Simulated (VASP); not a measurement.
# Mo (Im-3m) in VASP: a series of runs

Mo is run at these levels: r2SCAN; tasks: relaxation of cell and atoms.

All numbers are computed with VASP 6.6.1; they aren't measurements. Logs are shortened: lines on timing, memory, paths and dates and some standing lists are left out, and cuts for length are marked.

## (1) The cell of the first run

Symmetry: Im-3m, No. 229, cubic system. Conventional cell: a = 3.151 Å, b = 3.151 Å, c = 3.151 Å, α = 90.00°, β = 90.00°, γ = 90.00°. Within 3.6 Å of Mo (site symmetry m-3m) lie 14 Mo at 2.73 to 3.15 Å.

## (2) Relaxation of cell and atoms, r2SCAN, target pressure 2 GPa, at which the enthalpy is minimised

The input, POSCAR:

```
Mo
1.0
   -1.5755104622      1.5755104622      1.5755104622
    1.5755104622     -1.5755104622      1.5755104622
    1.5755104622      1.5755104622     -1.5755104622
Mo
1
Direct
    0.0000000000      0.0000000000      0.0000000000
```

The input, INCAR.step1:

```
SYSTEM = Mo
ALGO = Normal
EDIFF = 1E-4
ENCUT = 600
GGA = PE
ISMEAR = -1
LASPH = .TRUE.
LCHARG = .FALSE.
LREAL = .FALSE.
LWAVE = .TRUE.
NELM = 80
PREC = Accurate
SIGMA = 0.1
```

The input, INCAR.step2:

```
SYSTEM = Mo
ALGO = Normal
EDIFF = 1E-6
EDIFFG = -0.002
ENCUT = 600
IBRION = 2
ISIF = 3
ISMEAR = -1
ISTART = 1
LASPH = .TRUE.
LCHARG = .FALSE.
LMIXTAU = .TRUE.
LREAL = .FALSE.
LWAVE = .FALSE.
METAGGA = R2SCAN
NELM = 80
NSW = 100
PREC = Accurate
PSTRESS = 20.0
SIGMA = 0.1
```

The input, KPOINTS:

```
k-points
0
G
  24 24 24
  0 0 0
```

Potentials or basis: VASP PAW PBE potentials, release 64 (Mo_sv).

The run is started by

```sh
> cat potpaw_PBE.64/Mo_sv/POTCAR > POTCAR
> cp INCAR.step1 INCAR
> mpirun -np 1 vasp_std > vasp.out
> cp INCAR.step2 INCAR
> mpirun -np 1 vasp_std > vasp.out
```

OUTCAR:

```text
SYSTEM = Mo
   EDIFF = 1E-6
   EDIFFG = -0.002
   ENCUT = 600
   IBRION = 2
   ISIF = 3
   ISMEAR = -1
   ISTART = 1
   LASPH = .TRUE.
   LREAL = .FALSE.
   METAGGA = R2SCAN
   NELM = 80
   NSW = 100
   PREC = Accurate
   PSTRESS = 20.0

 ion  position               nearest neighbor table
   1  0.000  0.000  0.000-

  LATTYP: Found a body centered cubic cell.
 ALAT       =     3.1510209244

  Lattice vectors:

 A1 = (  -1.5755104622,   1.5755104622,   1.5755104622)
 A2 = (   1.5755104622,  -1.5755104622,   1.5755104622)
 A3 = (   1.5755104622,   1.5755104622,  -1.5755104622)

Analysis of symmetry for initial positions (statically):
=====================================================================
 Subroutine PRICEL returns:
 Original cell was already a primitive cell.

 Routine SETGRP: Setting up the symmetry group for a
 body centered cubic supercell.

 Subroutine GETGRP returns: Found 48 space group operations
[... 9 lines left out ...]

 Routine SETGRP: Setting up the symmetry group for a
 body centered cubic supercell.

 Subroutine GETGRP returns: Found 48 space group operations
[... 11 lines left out ...]
                                     Primitive cell

  volume of cell :      15.6431

  direct lattice vectors                    reciprocal lattice vectors
    -1.575510462  1.575510462  1.575510462     0.000000000  0.317357461  0.317357461
     1.575510462 -1.575510462  1.575510462     0.317357461  0.000000000  0.317357461
     1.575510462  1.575510462 -1.575510462     0.317357461  0.317357461  0.000000000

  length of vectors
     2.728864168  2.728864168  2.728864168     0.448811225  0.448811225  0.448811225

  position of ions in fractional coordinates (direct lattice)
     0.000000000  0.000000000  0.000000000

  ion indices of the primitive-cell ions
   primitive index   ion index
                 1           1

----------------------------------------------------------------------------------------

 KPOINTS: k-points

Automatic generation of k-mesh.
 Grid dimensions read from file:
 generate k-points for:   24   24   24

 Generating k-lattice:

  Cartesian coordinates                     Fractional coordinates (reciprocal lattice)
     0.000000000  0.013223228  0.013223228     0.041666667  0.000000000  0.000000000
[... 64 lines left out ...]
   NFREE  =      1    steps in history (QN), initial steepest desc. (CG)
   ISIF   =      3    stress and relaxation
   ISYM   =      2    0-nonsym 1-usesym 2-fastsym
   POTIM  = 0.5000    time-step for ionic-motion
   TEBEG  =    0.0;   TEEND  =   0.0 temperature during run
   PSTRESS=   20.0 pullay stress
   NELECT =      14.0000    total number of electrons
   NUPDOWN=      -1.0000    fix difference up-down
   EMIN   =  10.00;   EMAX   =-10.00  energy-range for DOS
   EFERMI =   0.00;   METHOD = LEGACY
   ISMEAR =    -1;   SIGMA  =   0.10  broadening in eV -4-tet -1-fermi 0-gaus
   EFERMI_NEDOS =   21; number of points for ismear=-14 and -15
   IALGO  =     38    algorithm
   IMIX   =      4    mixing-type and parameters
     AMIX     =   0.40;   BMIX     =  1.00
     AMIX_MAG =   1.60;   BMIX_MAG =  1.00
  volume/ion in A,a.u.               =      15.64       105.57
  Fermi-wavevector in a.u.,A,eV,Ry     =   1.577646  2.981319 33.864450  2.488967
  Thomas-Fermi vector in A             =   2.678297
   LORBIT       =      0    0 simple, 1 ext, 2 COOP (PROOUT), +10 PAW based schemes
   METAGGA = R2SCAN    functional components
   LHFCALC =     F    Hartree Fock is set to
   AEXX    =    0.0000 exact exchange contribution
   IVDW    =     0    specifies the selected vdW correction
   LEPSILON=     F    determine dielectric tensor
   LRPA    =     F    only Hartree local field effects (RPA)
 conjugate gradient relaxation of ions
 non-spin polarized calculation
  energy-cutoff  :      600.00
  volume of cell :       15.64
 maximum number of plane-waves:       540
 NGX is ok and might be reduce to    24
   NGX = 11   NGY = 11   NGZ = 11

--------------------------------------- Ionic step        1  -------------------------------------------

 number of electron      14.0000002 magnetization

 Free energy of the ion-electron system (eV)
  ---------------------------------------------------
  ext. energy  EPLUGINS =         0.00000000
  ---------------------------------------------------
  free energy    TOTEN  =       -26.08581788 eV

  energy without entropy =      -26.06586459  energy(sigma->0) =      -26.07584123

------------------------ aborting loop because EDIFF is reached ----------------------------------------

  FORCE on cell =-STRESS in cart. coord.  units (eV):
  Direction    XX          YY          ZZ          XY          YZ          ZX
  --------------------------------------------------------------------------------------
  -------------------------------------------------------------------------------------
  Total        0.1062835      0.1062835      0.1062835      0.0000000      0.0000000      0.0000000
  in kB       10.8856009     10.8856009     10.8856009      0.0000000      0.0000000      0.0000000
  external PRESSURE =      -9.1143991 kB  Pullay stress =      20.0000000 kB
[... 61 lines left out ...]
--------------------------------------- Ionic step        3  -------------------------------------------

 number of electron      14.0000002 magnetization

 Free energy of the ion-electron system (eV)
  ---------------------------------------------------
  ext. energy  EPLUGINS =         0.00000000
  ---------------------------------------------------
  free energy    TOTEN  =       -26.08532420 eV

  energy without entropy =      -26.06539467  energy(sigma->0) =      -26.07535944

 E-fermi :  12.6220     XC(G=0): -14.6539

 val. band max:       12.6107310792   @ k =  -0.1250   0.2083   0.0417
 cond. band min:      12.6234599937   @ k =   0.3750   0.0833   0.0000
 fundamental gap:      0.0127289144
 Fermi energy:        12.6220041067

 k-point     1 :       0.0000    0.0000    0.0000
  band No.  band energies     occupation
      1     -50.6345      2.00000
      2     -23.1000      2.00000
      3     -23.1000      2.00000
      4     -23.1000      2.00000
      5       4.9194      2.00000
      6      11.1627      2.00000
      7      11.1627      2.00000
      8      11.1627      2.00000
      9      14.5065      0.00000
     10      14.5065      0.00000
     11      28.0904      0.00000
[... 309 lines left out ...]
 k-point    24 :       0.4583    0.0417    0.0000
  band No.  band energies     occupation
      1     -50.3383      2.00000
      2     -24.6043      2.00000
      3     -23.5855      2.00000
      4     -23.1237      2.00000
      5       7.0420      2.00000
      6       9.0191      2.00000
      7      13.7960      0.00002
      8      14.4724      0.00000
      9      15.3708      0.00000
     10      17.6405      0.00000
     11      24.8760      0.00000

 [... further k-points ...]
[... 5 lines left out ...]
  --------------------------------------------------------------------------------------
  -------------------------------------------------------------------------------------
  Total        0.1951126      0.1951126      0.1951126     -0.0000000      0.0000000      0.0000000
  in kB       20.0494783     20.0494783     20.0494783     -0.0000000      0.0000000      0.0000000
  external PRESSURE =       0.0494783 kB  Pullay stress =      20.0000000 kB
[... 20 lines left out ...]
  energy  without entropy=      -26.0653946744  energy(sigma->0) =      -26.07535944

  enthalpy is  TOTEN    =       -25.8906930975 eV   P V=        0.1946311048

 reached required accuracy - stopping structural energy minimisation
```

OSZICAR.step1:

```text
N       E                     dE             d eps       ncg     rms          rms(c)
DAV:   1     0.101181734116E+03    0.10118E+03   -0.89565E+03  9086   0.145E+03
DAV:   2    -0.100262051085E+02   -0.11121E+03   -0.10760E+03  9920   0.364E+02
DAV:   3    -0.115983605867E+02   -0.15722E+01   -0.15513E+01 10513   0.430E+01
DAV:   4    -0.116028787514E+02   -0.45182E-02   -0.45175E-02 10002   0.267E+00
DAV:   5    -0.116029024901E+02   -0.23739E-04   -0.23737E-04 10566   0.191E-01    0.147E+01
DAV:   6    -0.110271354520E+02    0.57577E+00   -0.10239E+00  9857   0.123E+01    0.400E+00
DAV:   7    -0.109478906820E+02    0.79245E-01   -0.21447E-01 10662   0.524E+00    0.943E-01
DAV:   8    -0.109442504044E+02    0.36403E-02   -0.42087E-03  9524   0.945E-01    0.174E-01
DAV:   9    -0.109443067073E+02   -0.56303E-04   -0.12278E-04  6792   0.159E-01
   1 F= -.10944307E+02 E0= -.10933560E+02  d E =-.214942E-01
```

Run time: 11 min. Hardware: 1 thread of Oxide Virtual Turin-like, shared host; peak memory 0.19 GiB.

What came out:

```
Free energy                                            : -26.0853 eV
Relaxed volume                                         : 15.59 Å³/atom
Relaxed cell                                           : a = 2.726 Å, b = 2.726 Å, c = 2.726 Å, α = 109.47°, β = 109.47°, γ = 109.47°
Space group after relaxing (to 0.05 Å)                 : Im-3m (No. 229)
Energy change on relaxing (the enthalpy is what falls) : +0.5 meV/atom
Ionic steps                                            : 3
Pressure after relaxing                                : 2.0 GPa
Band gap on the k mesh                                 : zero (band 7 reaches 16.75 eV, above the bottom of band 8 at 11.16 eV)
```

Step by step:
```tsv
step	energy change (eV)	largest force (eV/Å)	pressure (GPa)	volume (Å³)
1	0.0000	0.0000	1.09	15.64
2	0.0036	0.0000	4.76	15.44
3	0.0005	0.0000	2.00	15.59
```

Final structure:
```cif
data_structure
_symmetry_space_group_name_H-M 'P 1'
_symmetry_Int_Tables_number 1
_cell_length_a 2.7259
_cell_length_b 2.7259
_cell_length_c 2.7259
_cell_angle_alpha 109.471
_cell_angle_beta 109.471
_cell_angle_gamma 109.471
_cell_volume 15.59
loop_
_atom_site_label
_atom_site_type_symbol
_atom_site_fract_x
_atom_site_fract_y
_atom_site_fract_z
_atom_site_occupancy
Mo1 Mo 0.00000 0.00000 0.00000 1
```

Levels at points of the mesh, in eV from the Fermi level:
```csv
k point,band 4,band 5,band 6,band 7,band 8,band 9,band 10,band 11
"(0.00, 0.00, 0.00)",-35.72,-7.70,-1.46,-1.46,-1.46,1.88,1.88,15.47
"(0.50, 0.00, 0.00)",-35.73,-5.64,-3.63,1.56,1.86,2.57,4.92,12.49
"(0.50, 0.50, 0.50)",-36.76,-5.70,-5.70,4.13,4.13,4.13,9.47,9.47
```

Caveat: the cell is relaxed towards a set pressure, so the enthalpy falls and the energy may rise; the PAW data sets were made with another functional, which shifts forces and pressure a little.

## (3) Relaxation of cell and atoms, r2SCAN, target pressure 4 GPa, at which the enthalpy is minimised

POSCAR is that of step 2.

The input, INCAR.step1:

```
SYSTEM = Mo
  PREC = Accurate
  ENCUT = 600
  ISMEAR = -1
  SIGMA = 0.1
  LREAL = .FALSE.
  LASPH = .TRUE.
  NELM = 60
  GGA = PE
  ALGO = Normal
  EDIFF = 1E-4
  LWAVE = .TRUE.
  LCHARG = .FALSE.
```

The input, INCAR.step2:

```
SYSTEM = Mo
  PREC = Accurate
  ENCUT = 600
  EDIFF = 1E-7
  ISMEAR = -1
  SIGMA = 0.1
  LREAL = .FALSE.
  LASPH = .TRUE.
  NELM = 60
  ALGO = Normal
  ISIF = 3
  LWAVE = .FALSE.
  LCHARG = .FALSE.
  METAGGA = R2SCAN
  LMIXTAU = .TRUE.
  IBRION = 2
  NSW = 100
  EDIFFG = -0.002
  PSTRESS = 40.0
  ISTART = 1
```

The input, KPOINTS:

```
regular mesh
0
G
  24 24 24
  0 0 0
```

Potentials or basis: VASP PAW PBE potentials, release 64 (Mo_sv).

The run is started by

```sh
> cat potpaw_PBE.64/Mo_sv/POTCAR > POTCAR
> cp INCAR.step1 INCAR
> mpirun -np 1 vasp_std > vasp.out
> cp INCAR.step2 INCAR
> mpirun -np 1 vasp_std > vasp.out
```

Run time: 20 min. Hardware: 1 thread of Oxide Virtual Turin-like, shared host; peak memory 0.2 GiB.

It converged, with:

* Free energy: -26.0833 eV
* Relaxed volume: 15.48 Å³/atom
* Relaxed cell: a = 2.719 Å, b = 2.719 Å, c = 2.719 Å, α = 109.47°, β = 109.47°, γ = 109.47°
* Space group after relaxing (to 0.05 Å): Im-3m (No. 229)
* Energy change on relaxing (the enthalpy is what falls): +2.5 meV/atom
* Ionic steps: 6
* Pressure after relaxing: 4.0 GPa
* Band gap on the k mesh: zero (band 7 reaches 16.90 eV, above the bottom of band 8 at 11.26 eV)

Step by step:
```
step  energy change (eV)  largest force (eV/Å)  pressure (GPa)  volume (Å³)
   1              0.0000                0.0000            1.09        15.64
   2              0.0282                0.0000           13.59        15.01
   3              0.0025                0.0000            3.97        15.48
   4              0.0026                0.0000            4.03        15.48
   5              0.0024                0.0000            3.91        15.49
   6              0.0025                0.0000            4.01        15.48
```

Final structure:
```cif
data_structure
_symmetry_space_group_name_H-M 'P 1'
_symmetry_Int_Tables_number 1
_cell_length_a 2.7195
_cell_length_b 2.7195
_cell_length_c 2.7195
_cell_angle_alpha 109.471
_cell_angle_beta 109.471
_cell_angle_gamma 109.471
_cell_volume 15.48
loop_
_atom_site_label
_atom_site_type_symbol
_atom_site_fract_x
_atom_site_fract_y
_atom_site_fract_z
_atom_site_occupancy
Mo1 Mo 0.00000 0.00000 0.00000 1
```

Levels at points of the mesh, in eV from the Fermi level:
| k point | band 5 | band 6 | band 7 | band 8 | band 9 | band 10 |
| --- | --- | --- | --- | --- | --- | --- |
| (0.00, 0.00, 0.00) | -7.73 | -1.47 | -1.47 | -1.47 | 1.89 | 1.89 |
| (0.50, 0.00, 0.00) | -5.69 | -3.66 | 1.59 | 1.88 | 2.59 | 4.97 |
| (0.50, 0.50, 0.50) | -5.76 | -5.76 | 4.17 | 4.17 | 4.17 | 9.52 |

Caveat: the cell is relaxed towards a set pressure, so the enthalpy falls and the energy may rise; the PAW data sets were made with another functional, which shifts forces and pressure a little.
